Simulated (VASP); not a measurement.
# Zr2SeS2 (P-6m2) in VASP: further runs, part 2 of 2

VASP 6.6.1.

## Step 4: Single point, PBE

This run uses another cell than the first one, of 23.34 Å³/atom.

INCAR

```
PREC = Accurate
ENCUT = 520
EDIFF = 1E-6
ISMEAR = 0
SIGMA = 0.1
LREAL = False
LASPH = True
NELM = 60
ALGO = Normal
ISIF = 2
LWAVE = False
LCHARG = False
GGA = PE
NBANDS = 29
```

KPOINTS

```
regular mesh
0
Gamma
  12 12 4
```

POSCAR

```
Zr2SeS2
1.0
    3.5930730029      0.0000000000      0.0000000000
   -1.7965365014      3.1116924981      0.0000000000
    0.0000000000      0.0000000000     10.4374372678
Zr Se S
2 1 2
Direct
    0.0000000000      0.0000000000      0.1838526207
    0.0000000000      0.0000000000      0.8161473793
    0.3333333333      0.6666666667      0.0000000000
    0.3333333333      0.6666666667      0.3232388858
    0.3333333333      0.6666666667      0.6767611142
```

Potentials or basis: VASP PAW PBE potentials, release 64 (Zr_sv, Se, S).

On the command line:

```console
$ cat potpaw_PBE.64/Zr_sv/POTCAR potpaw_PBE.64/Se/POTCAR potpaw_PBE.64/S/POTCAR > POTCAR
$ mpirun -np 1 vasp_std > vasp.out
```

OUTCAR:

```text
PREC = Accurate
   ENCUT = 520
   EDIFF = 1E-6
   ISMEAR = 0
   LREAL = False
   LASPH = True
   NELM = 60
   ISIF = 2
   GGA = PE

 ion  position               nearest neighbor table
   1  0.000  0.000  0.184-   4 2.53   4 2.53   4 2.53   3 2.83   3 2.83   3 2.83   2 3.84
   2  0.000  0.000  0.816-   5 2.53   5 2.53   5 2.53   3 2.83   3 2.83   3 2.83   1 3.84
   3  0.333  0.667  0.000-   1 2.83   2 2.83   1 2.83   2 2.83   1 2.83   2 2.83
   4  0.333  0.667  0.323-   1 2.53   1 2.53   1 2.53
   5  0.333  0.667  0.677-   2 2.53   2 2.53   2 2.53

[... 973 lines left out ...]
  -------------------------------------------------------------------------------------
  Total       -0.0011943     -0.0011943      0.0261097     -0.0000000      0.0000000     -0.0000000
  in kB       -0.0163978     -0.0163978      0.3584719     -0.0000000      0.0000000     -0.0000000
  external PRESSURE =       0.1085588 kB  Pullay stress =       0.0000000 kB

 VOLUME and BASIS-vectors are now :
 -----------------------------------------------------------------------------
  energy-cutoff  :      520.00
  volume of cell :      116.70
      direct lattice vectors                 reciprocal lattice vectors
     3.593073003  0.000000000  0.000000000     0.278313299  0.160684258  0.000000000
    -1.796536501  3.111692498  0.000000000     0.000000000  0.321368516  0.000000000
     0.000000000  0.000000000 10.437437268     0.000000000  0.000000000  0.095808959

 POSITION                                       TOTAL-FORCE (eV/Angst)
 -----------------------------------------------------------------------------------
      0.00000      0.00000      1.91895        -0.000000      0.000000      0.010281
      0.00000      0.00000      8.51849        -0.000000      0.000000     -0.010281
     -0.00000      2.07446      0.00000         0.000000     -0.000000     -0.000000
     -0.00000      2.07446      3.37379        -0.000000      0.000000      0.000330
     -0.00000      2.07446      7.06365        -0.000000      0.000000     -0.000330
 -----------------------------------------------------------------------------------
    total drift:                                0.000000     -0.000000     -0.000000

  FREE ENERGIE OF THE ION-ELECTRON SYSTEM (eV)
  ---------------------------------------------------
  free  energy   TOTEN  =       -35.7856343384 eV

  energy  without entropy=      -35.7572842532  energy(sigma->0) =      -35.77145930
```

stdout:

```text
POSCAR found type information on POSCAR ZrSeS
 POSCAR found :  3 types and       5 ions
 scaLAPACK will be used
 LDA part: xc-table for (Slater+PW92), standard interpolation
 POSCAR, INCAR and KPOINTS ok, starting setup
 FFT: planning ... GRIDC
 FFT: planning ... GRID_SOFT
 FFT: planning ... GRID
 WAVECAR not read
 entering main loop
```

It took 2 min on 1 thread of Intel Xeon 6975P-C (Granite Rapids), shared host; peak memory 0.34 GiB.

Results:

| Quantity | Value |
| --- | --- |
| Free energy | -35.7856 eV |
| Pressure | 0.0 GPa |
| Largest force | 0.010 eV/Å |
| Band gap on the k mesh | zero (bands 21 and 22 overlap by 1.04 eV) |

Forces on the atoms (eV/Å):
```
Zr   0.000  0.000  0.010
Zr   0.000  0.000 -0.010
Se   0.000  0.000  0.000
S    0.000  0.000  0.000
S    0.000  0.000  0.000
```

Levels at points of the mesh, in eV from the Fermi level:
| k point | band 17 | band 18 | band 19 | band 20 | band 21 | band 22 | band 23 | band 24 | band 25 | band 26 |
| --- | --- | --- | --- | --- | --- | --- | --- | --- | --- | --- |
| (0.00, 0.00, 0.00) | -2.57 | -2.10 | -2.10 | -1.91 | 0.41 | 0.91 | 0.91 | 2.02 | 2.50 | 2.50 |
| (0.50, 0.00, 0.00) | -3.38 | -2.66 | -2.25 | -2.18 | -0.44 | 0.28 | 2.23 | 2.40 | 2.51 | 3.12 |
| (0.00, 0.00, 0.50) | -2.59 | -2.48 | -2.09 | -2.09 | 0.90 | 0.90 | 1.03 | 1.50 | 2.52 | 2.52 |
| (0.50, 0.00, 0.50) | -2.91 | -2.72 | -2.71 | -2.14 | -0.18 | 0.03 | 2.20 | 2.49 | 2.50 | 3.13 |

Caveat: this functional lacks dispersion, which binds the layers, so the pressure and a relaxed spacing across them are unreliable.

## Step 5: Relaxation of cell and atoms, PBE

INCAR

```
ALGO     = Normal         # electronic algorithm
EDIFF    = 1E-7           # SCF threshold, eV
EDIFFG   = -0.04          # ionic threshold
ENCUT    = 600            # plane-wave cutoff, eV
GGA      = PE             # functional
IBRION   = 2              # ionic algorithm
ISIF     = 3              # what is computed and relaxed
ISMEAR   = 0              # smearing method
LASPH    = T              # aspherical terms in the spheres
LCHARG   = F              # write CHGCAR
LREAL    = F              # projectors in reciprocal space
LWAVE    = F              # write WAVECAR
NELM     = 100            # most SCF steps
NSW      = 90             # ionic steps
PREC     = Accurate       # precision mode
SIGMA    = 0.1            # smearing width, eV
```

KPOINTS

```
k-points
0
Gamma
  6 6 2
```

POSCAR

```
Zr2SeS2
1.0
    4.0829887400      0.0000000000      0.0000000000
   -2.0414943700      3.5359719800      0.0000000000
    0.0000000000      0.0000000000      7.5702674100
Zr Se S
2 1 2
Direct
    0.0000000000      0.0000000000      0.2633285100
    0.0000000000      0.0000000000      0.7366714900
    0.3333333300      0.6666666700      0.0000000000
    0.3333333300      0.6666666700      0.2105991400
    0.3333333300      0.6666666700      0.7894008600
```

On the command line:

```console
$ cat potpaw_PBE.64/Zr_sv/POTCAR potpaw_PBE.64/Se/POTCAR potpaw_PBE.64/S/POTCAR > POTCAR
$ mpirun -np 1 vasp_std > vasp.out
```

It took 15 min on 1 thread of Intel Xeon 6975P-C (Granite Rapids), shared host; peak memory 0.32 GiB.

It converged, with:

```
Free energy                           : -35.7604 eV
Relaxed volume                        : 22.85 Å³/atom
Relaxed cell                          : a = 3.589 Å, b = 3.589 Å, c = 10.245 Å, α = 90.00°, β = 90.00°, γ = 120.00°
Space group after relaxing (to 0.1 Å) : P-6m2 (No. 187)
Pressure after relaxing               : 0.1 GPa
Largest force after relaxing          : 0.039 eV/Å
Band gap on the k mesh                : zero (bands 21 and 22 overlap by 1.00 eV)
```

Forces on the atoms (eV/Å):
```
Zr   0.000  0.000  0.015
Zr   0.000  0.000 -0.015
Se   0.000  0.000  0.000
S    0.000  0.000 -0.039
S    0.000  0.000  0.039
```

Stress tensor (GPa, compression positive):
```
0.02 0.00 0.00
0.00 0.02 0.00
0.00 0.00 0.18
```

Final structure:
```yaml
crystal:
  lattice:
    - [3.58854, 0.00000, 0.00000]
    - [-1.79427, 3.10777, 0.00000]
    - [0.00000, 0.00000, 10.24462]
  atoms:
    - { symbol: Zr, position: [0.00000, 0.00000, 0.18820] }
    - { symbol: Zr, position: [0.00000, 0.00000, 0.81180] }
    - { symbol: Se, position: [0.33333, 0.66667, 0.00000] }
    - { symbol: S, position: [0.33333, 0.66667, 0.33033] }
    - { symbol: S, position: [0.33333, 0.66667, 0.66967] }
```

Levels at points of the mesh, in eV from the Fermi level:
| k point | band 17 | band 18 | band 19 | band 20 | band 21 | band 22 | band 23 | band 24 | band 25 |
| --- | --- | --- | --- | --- | --- | --- | --- | --- | --- |
| (0.00, 0.00, 0.00) | -2.54 | -2.07 | -2.07 | -1.85 | 0.37 | 0.93 | 0.93 | 2.09 | 2.52 |
| (0.50, 0.00, 0.00) | -3.46 | -2.64 | -2.17 | -2.16 | -0.46 | 0.34 | 2.22 | 2.38 | 2.53 |
| (0.00, 0.00, 0.50) | -2.58 | -2.58 | -2.05 | -2.05 | 0.91 | 0.91 | 1.14 | 1.45 | 2.53 |
| (0.50, 0.00, 0.50) | -2.82 | -2.81 | -2.71 | -2.11 | -0.11 | 0.01 | 2.18 | 2.51 | 2.52 |

Caveat: the k points lie up to 0.34 Å⁻¹ apart in the final cell, too coarse for converged energies and pressures of a metal; a cell axis changed by over 15 % at a fixed basis, so the end point is rough; this functional lacks dispersion, which binds the layers, so the pressure and a relaxed spacing across them are unreliable.

## Step 6: Relaxation of cell and atoms, PBE

This run uses another cell than the first one, of 23.53 Å³/atom.

INCAR

```
SYSTEM = Zr2SeS2
ALGO = Normal
EDIFF = 1E-6
EDIFFG = -0.01
ENCUT = 600
GGA = PE
IBRION = 2
ISIF = 3
ISMEAR = 0
LASPH = .True.
LCHARG = .False.
LREAL = .False.
LWAVE = .False.
NELM = 80
NSW = 100
PREC = Accurate
SIGMA = 0.1
```

KPOINTS

```
k-points
0
Gamma
  12 12 4
  0 0 0
```

POSCAR

```
Zr2SeS2
1.0
    3.5880607993      0.0000000000      0.0000000000
   -1.7940303996      3.1073518025      0.0000000000
    0.0000000000      0.0000000000     10.5522929702
Zr Se S
2 1 2
Direct
    0.0000000000      0.0000000000      0.1828638265
    0.0000000000      0.0000000000      0.8171361735
    0.3333333333      0.6666666667      0.0000000000
    0.3333333333      0.6666666667      0.3208433706
    0.3333333333      0.6666666667      0.6791566294
```

Potentials or basis: VASP PAW PBE potentials, release 64 (Zr_sv, Se, S).

On the command line:

```console
$ cat potpaw_PBE.64/Zr_sv/POTCAR potpaw_PBE.64/Se/POTCAR potpaw_PBE.64/S/POTCAR > POTCAR
$ mpirun -np 1 vasp_std > vasp.out
```

Run time: 5.8 min. Hardware: 1 thread of Intel Xeon 6975P-C (Granite Rapids), shared host; peak memory 0.4 GiB.

It converged, with:

```yaml
Free_energy: -35.7857 eV
Relaxed_volume: 23.53 Å³/atom
Relaxed_cell: a = 3.594 Å, b = 3.594 Å, c = 10.519 Å, α = 90.00°, β = 90.00°, γ = 120.00°
Space_group_after_relaxing_to_0.1_Å: P-6m2 (No. 187)
Energy_gained_by_relaxing: 0.2 meV/atom
Ionic_steps: 4
Pressure_after_relaxing: -0.1 GPa
Largest_force_after_relaxing: 0.008 eV/Å
Band_gap_on_the_k_mesh: zero (bands 21 and 22 overlap by 1.03 eV)
```

Forces on the atoms (eV/Å):
```
Zr   0.000  0.000  0.008
Zr   0.000  0.000 -0.008
Se   0.000  0.000  0.000
S    0.000  0.000 -0.006
S    0.000  0.000  0.006
```

Step by step:
```csv
step,energy change (eV),largest force (eV/Å),pressure (GPa),volume (Å³)
1,0.0000,0.0574,0.01,117.65
2,-0.0008,0.0053,-0.05,117.67
3,-0.0008,0.0090,-0.06,117.67
4,-0.0009,0.0083,-0.05,117.67
```

Final structure:
```
Zr Se S
1.0
     3.59396    0.00000    0.00000
    -1.79698    3.11246    0.00000
     0.00000    0.00000   10.51945
Zr Se S
2 1 2
Direct
  0.00000 0.00000 0.18254
  0.00000 0.00000 0.81746
  0.33333 0.66667 0.00000
  0.33333 0.66667 0.32086
  0.33333 0.66667 0.67914
```

Levels at points of the mesh, in eV from the Fermi level:
```csv
k point,band 19,band 20,band 21,band 22,band 23,band 24
"(0.00, 0.00, 0.00)",-2.09,-1.94,0.43,0.91,0.91,1.99
"(0.50, 0.00, 0.00)",-2.27,-2.18,-0.43,0.27,2.23,2.40
"(0.00, 0.00, 0.50)",-2.08,-2.08,0.90,0.90,1.00,1.51
"(0.50, 0.00, 0.50)",-2.68,-2.14,-0.20,0.05,2.20,2.49
```

Caveat: this functional lacks dispersion, which binds the layers, so the pressure and a relaxed spacing across them are unreliable.

## Step 7: Overview

```csv
task,cell,k mesh,cutoff (eV),gap on the mesh (eV),pressure (GPa),relaxed volume (Å³/atom),largest force (eV/Å)
single point,"a = 4.083, b = 4.083, c = 7.570 Å, angles 90.0, 90.0, 120.0°, 5 atoms, atomic positions A",6 × 6 × 2,520,none,66.6,-,37.47
single point,"a = 3.588, b = 3.588, c = 10.552 Å, angles 90.0, 90.0, 120.0°, 5 atoms, atomic positions B",6 × 6 × 2,520,none,0.0,-,0.01
single point,"a = 3.593, b = 3.593, c = 10.437 Å, angles 90.0, 90.0, 120.0°, 5 atoms, atomic positions C",12 × 12 × 4,520,none,0.0,-,0.01
relaxation of cell and atoms,"relaxed from a = 4.083, b = 4.083, c = 7.570 Å, angles 90.0, 90.0, 120.0°, 5 atoms, atomic positions A",6 × 6 × 2,600,none,0.1,22.85,0.04
relaxation of cell and atoms,"relaxed from a = 3.588, b = 3.588, c = 10.552 Å, angles 90.0, 90.0, 120.0°, 5 atoms, atomic positions B",12 × 12 × 4,600,none,-0.1,23.53,0.01
```

Alike in all rows: level PBE; potentials or basis VASP PAW PBE potentials, release 64 (Zr_sv, Se, S); no spin polarisation; smearing gaussian 0.1 eV.

Caveats: some runs use coarse meshes; this functional lacks dispersion, which binds the layers, so the pressure and a relaxed spacing across them are unreliable (at least some runs); forces of over 1 eV/Å act on the atoms, so gaps and moduli don't describe the material at rest (at least some runs); a cell axis changed by over 15 % at a fixed basis, so the end point is rough (at least some runs).

Total energies depend on the potentials used, so only differences within one code and one set of settings carry meaning.
